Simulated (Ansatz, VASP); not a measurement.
One calculation of Rb4Sn, two programs

```
Rb Sn
1.0
     6.66617    0.00000    0.00000
    -3.33308    5.77307    0.00000
     0.00000    0.00000    5.64039
Rb Sn
4 1
Cartesian
  3.3331 0.0000 2.8202
  -1.6665 2.8865 2.8202
  1.6665 2.8865 2.8202
  0.0000 0.0000 0.0000
  0.0000 0.0000 2.8202
```

Alike in both runs: task relaxation of cell and atoms; functional PBE; k mesh 3 × 3 × 4; occupations gaussian, width 0.1 eV; no spin polarisation.

|  | VASP | Ansatz |
| --- | --- | --- |
| version | VASP 6.6.1 | Ansatz 0.2.0 |
| potentials or method | VASP PAW PBE potentials, release 64 (Rb_sv, Sn_d), cutoff 600 eV | scalar-relativistic, plane waves, PAW |
| valence electrons in the cell | 50 | 50 |

|  | VASP | Ansatz | Ansatz less VASP |
| --- | --- | --- | --- |
| gap on the k mesh at the Fermi level, each at its own relaxed structure (eV) | none | none | - |
| relaxed volume (Å³/atom) | 82.42 | 77.39 | -5.031 |
| relaxed cell length with the largest relative difference (Å) | 8.225 | 8.048 | -0.1771 |

A gap of «none» marks a metal or a gap that the smearing closes. One of these differences is far larger than is usual between the two programs; its cause wasn't traced.

The k mesh is coarse, so the values compare programs but aren't converged. Noted on VASP's run: the volume moved by over 15 % at a fixed basis, so the end points are rough.
